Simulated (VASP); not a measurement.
Runs of VASP 6.6.1 on Ge. The structure is hexagonal, space group P6_3/mmc (No. 194). The conventional cell has a = 3.998 Å, b = 3.998 Å, c = 6.599 Å, α = 90.00°, β = 90.00°, γ = 120.00°. Ge (site symmetry 3m) has 4 Ge at 2.45 to 2.47 Å within 3.2 Å. 

| k mesh | gap on the mesh (eV) | pressure (GPa) | largest force (eV/Å) |
| --- | --- | --- | --- |
| 2 × 2 × 1 | 0.10 | 8.6 | 0.31 |
| 4 × 4 × 2 | 0.15 | 0.8 | (b) |
| 5 × 5 × 3 | (c) | (a) | 0.03 |
| 8 × 8 × 4 | 0.10 | -0.1 | 0.01 |
| 3 × 3 × 2 | 0.14 | (d) | 0.12 |
| 7 × 7 × 4 | 0.10 | -0.1 | 0.01 |

Alike in all rows: task single point; level PBEsol; potentials or basis VASP PAW PBE potentials, release 64 (Ge_d); no spin polarisation; cell as given; cutoff (eV) 520; smearing gaussian 0.1 eV.

Q: Estimate the missing entries.

A: (a) 0.2; (b) 0.05; (c) 0.16; (d) 2.0.

Caveats: some runs use coarse meshes; the PAW data sets were made with another functional, which shifts forces and pressure a little.

A k mesh can miss the band edges, and the runs leave out spin-orbit coupling on Ge.
